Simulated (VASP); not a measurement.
# Ni2H (P-3m1) in VASP: notebook, part 2 of 2

VASP 6.6.1. Earlier steps stand in the parts before.

## Step 5: Single point, PBEsol, collinear spin, ferromagnetic start (7.36 Å³/atom)

This run uses another cell than the first one, of 7.36 Å³/atom.

INCAR

```
SYSTEM = Ni2H
PREC = Accurate ; ENCUT = 520
EDIFF = 1E-7 ; ISMEAR = 0
SIGMA = 0.1 ; LREAL = .FALSE.
LASPH = .TRUE. ; NELM = 150
ALGO = Normal ; ISIF = 2
LWAVE = .FALSE. ; LCHARG = .FALSE.
ISPIN = 2 ; MAGMOM = 0.16 0.16 0
LORBIT = 11 ; LMAXMIX = 4
GGA = PS ; NBANDS = 22
```

KPOINTS

```
Automatic mesh
0
G
  18 18 10
  0 0 0
```

POSCAR

```
Ni2H
1.0
    2.4865547945      0.0000000000      0.0000000000
   -1.2432773972      2.1534196200      0.0000000000
    0.0000000000      0.0000000000      4.1211766920
Ni H
2 1
Direct
    0.3333333333      0.6666666667      0.2593388872
    0.6666666667      0.3333333333      0.7406611128
    0.0000000000      0.0000000000      0.0000000000
```

Potentials or basis: VASP PAW PBE potentials, release 64 (Ni, H).

Run with:

```console
cat potpaw_PBE.64/Ni/POTCAR potpaw_PBE.64/H/POTCAR > POTCAR
mpirun -np 1 vasp_std > vasp.out
```

OUTCAR:

```text
SYSTEM = Ni2H
   PREC = Accurate
   ENCUT = 520
   EDIFF = 1E-7
   ISMEAR = 0
   LREAL = .FALSE.
   LASPH = .TRUE.
   NELM = 150
   ISIF = 2
   ISPIN = 2
   LORBIT = 11
   GGA = PS

 ion  position               nearest neighbor table
   1  0.333  0.667  0.259-   3 1.79   3 1.79   3 1.79   2 2.45   2 2.45   2 2.45   2 2.57   2 2.57
                             2 2.57
   2  0.667  0.333  0.741-   3 1.79   3 1.79   3 1.79   1 2.45   1 2.45   1 2.45   1 2.57   1 2.57
                             1 2.57
   3  0.000  0.000  0.000-   1 1.79   2 1.79   2 1.79   1 1.79   2 1.79   1 1.79

  LATTYP: Found a hexagonal cell.
 ALAT       =     2.4865547945
 C/A-ratio  =     1.6573842254

  Lattice vectors:
[... 1422 lines left out ...]
  energy-cutoff  :      520.00
  volume of cell :       22.07
      direct lattice vectors                 reciprocal lattice vectors
     2.486554794  0.000000000  0.000000000     0.402162865  0.232188838  0.000000000
    -1.243277397  2.153419620  0.000000000     0.000000000  0.464377677  0.000000000
     0.000000000  0.000000000  4.121176692     0.000000000  0.000000000  0.242649145

 POSITION                                       TOTAL-FORCE (eV/Angst)
 -----------------------------------------------------------------------------------
     -0.00000      1.43561      1.06878        -0.000000      0.000000      0.018221
      1.24328      0.71781      3.05240         0.000000      0.000000     -0.018221
      0.00000      0.00000      0.00000         0.000000      0.000000      0.000000
 -----------------------------------------------------------------------------------
    total drift:                               -0.000000      0.000000      0.000000

  FREE ENERGIE OF THE ION-ELECTRON SYSTEM (eV)
  ---------------------------------------------------
  free  energy   TOTEN  =       -15.7431154902 eV

  energy  without entropy=      -15.7245551938  energy(sigma->0) =      -15.73383534

 total charge

# of ion       s       p       d       tot
------------------------------------------
    1        0.480   0.578   8.444   9.503
    2        0.480   0.578   8.444   9.503
    3        0.510   0.044   0.000   0.555
--------------------------------------------------
tot          1.471   1.201  16.889  19.560

 magnetization (x)

# of ion       s       p       d       tot
------------------------------------------
    1       -0.001  -0.004   0.132   0.127
    2       -0.001  -0.004   0.132   0.127
    3       -0.001  -0.000   0.000  -0.002
--------------------------------------------------
tot         -0.003  -0.008   0.264   0.253
```

OSZICAR:

```text
N       E                     dE             d eps       ncg     rms          rms(c)
DAV:   1     0.949821748058E+02    0.94982E+02   -0.87874E+03 31144   0.131E+03
DAV:   2    -0.123122683649E+02   -0.10729E+03   -0.98851E+02 29772   0.234E+02
DAV:   3    -0.180921699078E+02   -0.57799E+01   -0.55846E+01 33532   0.615E+01
DAV:   4    -0.181607227327E+02   -0.68553E-01   -0.68508E-01 33034   0.633E+00
DAV:   5    -0.181624929959E+02   -0.17703E-02   -0.17702E-02 33850   0.102E+00    0.166E+01
DAV:   6    -0.164713328031E+02    0.16912E+01   -0.77717E+00 34290   0.598E+01    0.838E+00
DAV:   7    -0.157945807402E+02    0.67675E+00   -0.17995E+00 33604   0.254E+01    0.335E+00
DAV:   8    -0.157465299210E+02    0.48051E-01   -0.19906E-02 43888   0.230E+00    0.862E-01
DAV:   9    -0.157435253858E+02    0.30045E-02   -0.23271E-03 36944   0.363E-01    0.267E-01
DAV:  10    -0.157431340152E+02    0.39137E-03   -0.13282E-04 41840   0.101E-01    0.668E-02
DAV:  11    -0.157431165829E+02    0.17432E-04   -0.22859E-05 41766   0.459E-02    0.212E-02
DAV:  12    -0.157431170468E+02   -0.46386E-06   -0.27769E-06 31934   0.154E-02    0.137E-02
DAV:  13    -0.157431158304E+02    0.12164E-05   -0.75041E-08 25826   0.376E-03    0.484E-03
DAV:  14    -0.157431155082E+02    0.32215E-06   -0.41563E-08 18382   0.243E-03    0.876E-04
DAV:  15    -0.157431154902E+02    0.17967E-07   -0.16804E-08 16020   0.186E-03
   1 F= -.15743115E+02 E0= -.15733835E+02  d E =-.185603E-01  mag=     0.2503
```

Wall time 5.8 min (1 thread of Intel Xeon Platinum 8375C at 2.90GHz (Ice Lake), shared host); peak memory 0.32 GiB.

Results:

| Item | Value |
| --- | --- |
| Free energy | -15.7431 eV |
| Pressure | 7.4 GPa |
| Largest force | 0.018 eV/Å |
| Net moment | 0.25 μB per cell |
| Site moments | Ni +0.13; H -0.00 μB |
| Valence electrons inside the program's atomic spheres | Ni 9.50; H 0.56 |

Forces on the atoms (eV/Å):
```
Ni   0.000  0.000  0.018
Ni   0.000  0.000 -0.018
H    0.000  0.000  0.000
```

Caveat: the cell stands under pressure; the PAW data sets were made with another functional, which shifts forces and pressure a little.

## Step 6: Summary

```tsv
cell	gap on the mesh (eV)	pressure (GPa)	moment (μB)	largest force (eV/Å)
a = 2.512, b = 2.512, c = 4.163 Å, angles 90.0, 90.0, 120.0°, 3 atoms, atomic positions A	none	0.1	0.27	0.01
a = 2.537, b = 2.537, c = 4.204 Å, angles 90.0, 90.0, 120.0°, 3 atoms, atomic positions B	none	-6.1	0.28	0.01
a = 2.461, b = 2.461, c = 4.078 Å, angles 90.0, 90.0, 120.0°, 3 atoms, atomic positions C	none	16.0	0.23	0.02
a = 2.487, b = 2.487, c = 4.121 Å, angles 90.0, 90.0, 120.0°, 3 atoms, atomic positions D	none	7.4	0.25	0.02
```

Alike in all rows: task single point; level PBEsol; potentials or basis VASP PAW PBE potentials, release 64 (Ni, H); spin collinear, ferromagnetic start; k mesh 18 × 18 × 10; cutoff (eV) 520; smearing gaussian 0.1 eV.

Caveats: the PAW data sets were made with another functional, which shifts forces and pressure a little; the cell stands under pressure (at least some runs); the cell stands under tension (at least some runs).

Total energies depend on the potentials used, so only differences within one code and one set of settings carry meaning.
